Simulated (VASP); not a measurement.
Here is a VASP 6.6.1 calculation.

INCAR

```
SYSTEM = HfSeS4
  PREC = Accurate
  ENCUT = 600
  EDIFF = 1E-7
  ISMEAR = 0
  SIGMA = 0.1
  LREAL = .FALSE.
  LASPH = .TRUE.
  NELM = 100
  ALGO = Normal
  ISIF = 3
  LWAVE = .FALSE.
  LCHARG = .FALSE.
  GGA = PE
  IBRION = 2
  NSW = 90
  EDIFFG = -0.04
```

KPOINTS

```
Automatic mesh
0
G
  4 4 4
  0 0 0
```

POSCAR

```
HfSeS4
1.0
    4.0898748800      0.0000000000      0.0000000000
    0.0000000000      4.0898748800      0.0000000000
    0.0000000000      0.0000000000      6.8881479900
Hf Se S
1 1 4
Direct
    0.5000000000      0.5000000000      0.5000000000
    0.0000000000      0.0000000000      0.0000000000
    0.0000000000      0.0000000000      0.6038380300
    0.5000000000      0.5000000000      0.1051980000
    0.5000000000      0.5000000000      0.8948020000
    0.0000000000      0.0000000000      0.3961619700
```

Potentials or basis: VASP PAW PBE potentials, release 64 (Hf_pv, Se, S).

Run with:

```sh
$ cat potpaw_PBE.64/Hf_pv/POTCAR potpaw_PBE.64/Se/POTCAR potpaw_PBE.64/S/POTCAR > POTCAR
$ mpirun -np 1 vasp_std > vasp.out
```

What does it give for the band gap on the k mesh?

Zero (bands 20 and 21 overlap by 2.12 eV).

Predict the space group after relaxing (to 0.1 Å).

P4/mmm (No. 123).

Predict the relaxed cell.

a = 3.549 Å, b = 3.549 Å, c = 10.223 Å, α = 90.00°, β = 90.00°, γ = 90.00°.

Final structure:
```
Hf Se S
1.0
     3.54866    0.00000    0.00000
     0.00000    3.54866    0.00000
     0.00000    0.00000   10.22331
Hf Se S
1 1 4
Direct
  0.50000 0.50000 0.50000
  0.00000 0.00000 0.00000
  0.00000 0.00000 0.75318
  0.50000 0.50000 0.25325
  0.50000 0.50000 0.74675
  0.00000 0.00000 0.24682
```

Caveat: the k points lie up to 0.44 Å⁻¹ apart in the final cell, too coarse for converged energies and pressures of a metal; a cell axis changed by over 15 % at a fixed basis, so the end point is rough; spin-orbit coupling is left out, which moves the levels of the heavy elements.
